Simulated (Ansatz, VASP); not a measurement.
CdS in VASP and in Ansatz

The input INCAR:

```
  PREC = Accurate
  ENCUT = 520
  EDIFF = 1E-6
  ISMEAR = 0
  SIGMA = 0.05
  LREAL = False
  LASPH = True
  NELM = 60
  ALGO = Normal
  ISIF = 2
  LWAVE = False
  LCHARG = False
  GGA = PE
  NBANDS = 16
```

KPOINTS

```
Automatic mesh
0
Gamma
  8 8 8
```

File POSCAR:

```
CdS
1.0
    0.0000000000      2.9100000000      2.6772000000
    2.9100000000      0.0000000000      2.6772000000
    2.9100000000      2.9100000000      0.0000000000
Cd S
1 1
Direct
    0.0000000000      0.0000000000      0.0000000000
    0.7500000000      0.7500000000      0.7500000000
```

Input for Ansatz:

```yaml
crystal:
  lattice:
    - [0.0, 2.91, 2.6772]
    - [2.91, 0.0, 2.6772]
    - [2.91, 2.91, 0.0]
  atoms:
    - { symbol: Cd, position: [0.0, 0.0, 0.0] }
    - { symbol: S, position: [0.75, 0.75, 0.75] }
basis:
  ecutwfc: 420
kpoints:
  mp_grid: { grid: [8, 8, 8] }
hamiltonian:
  xc: pbe
scf:
  occupations: { method: gaussian, width: 0.05 }
output:
  forces: true
  stress: true
  eigenvalues: true
```

Change from the starting cell: strain +0.000 along x and y, -0.080 along z, atoms carried along.

Alike in both runs: task single point; functional PBE; k mesh 8 × 8 × 8; occupations gaussian, width 0.05 eV; no spin polarisation.

```csv
,VASP,Ansatz
version,VASP 6.6.1,Ansatz 0.2.0
potentials or method,"VASP PAW PBE potentials, release 64 (Cd, S), cutoff 520 eV","scalar-relativistic, plane waves, PAW"
valence electrons in the cell,18,26
```

VASP gave:

| Property | Result |
| --- | --- |
| gap on the k mesh at the Fermi level (eV) | 1.19 |
| least direct gap on the mesh (eV) | 1.19 |
| pressure (GPa) | 10.3 |
| traceless stress, the component that is largest in VASP (GPa) | 0.23 |

**Question.** What did Ansatz give for the same quantities?

**Answer.** gap on the k mesh at the Fermi level (eV): 1.18; least direct gap on the mesh (eV): 1.18; pressure (GPa): 9.8; traceless stress, the component that is largest in VASP (GPa): 0.27.

The functional is the same, so the differences come from potentials, cutoffs and numerics. VASP's potentials hold 18 valence electrons a cell and Ansatz's 26, so a difference there can come from the potentials and not from the codes.
